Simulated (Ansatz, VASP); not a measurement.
WS2: VASP beside Ansatz

```
W S
1.0
     3.18000    0.00000    0.00000
    -1.59000    2.75396    0.00000
     0.00000    0.00000   12.50000
W S
2 4
Direct
  0.66667 0.33333 0.75000
  0.33333 0.66667 0.25000
  0.66667 0.33333 0.37500
  0.33333 0.66667 0.87500
  0.66667 0.33333 0.12500
  0.33333 0.66667 0.62500
```

Alike in both runs: task single point; functional RPBE; dispersion D3(BJ); k mesh 10 × 10 × 3; occupations fermi-dirac, width 0.05 eV; no spin polarisation.

|  | VASP | Ansatz |
| --- | --- | --- |
| version | VASP 6.6.1 | Ansatz 0.2.0 |
| potentials or method | VASP PAW PBE potentials, release 64 (W_sv, S) | Ansatz PAW |
| plane-wave cutoff (eV) | 520 | 420 |
| valence electrons in the cell | 52 | 52 |

|  | VASP | Ansatz | Ansatz less VASP |
| --- | --- | --- | --- |
| gap on the k mesh at the Fermi level (eV) | 1.19 | 1.17 | -0.016 |
| least direct gap on the mesh (eV) | 2.09 | 2.09 | -0.002 |
| pressure (GPa) | -14.2 | -14.1 | +0.14 |
| traceless stress, the component that is largest in VASP (GPa) | 6.47 | 6.49 | +0.018 |
| rms of the force components (eV/Å) | 0.160 | 0.155 | -0.0042 |

VASP's potentials were made for PBE, not for RPBE. Atom by atom the forces differ by 0.004 eV/Å (rms over components).

Neither program's run includes spin-orbit coupling. Noted on Ansatz's run: odd divisions of the mesh miss points on the zone boundary, where band edges often lie, so the gap on the mesh can be too wide.
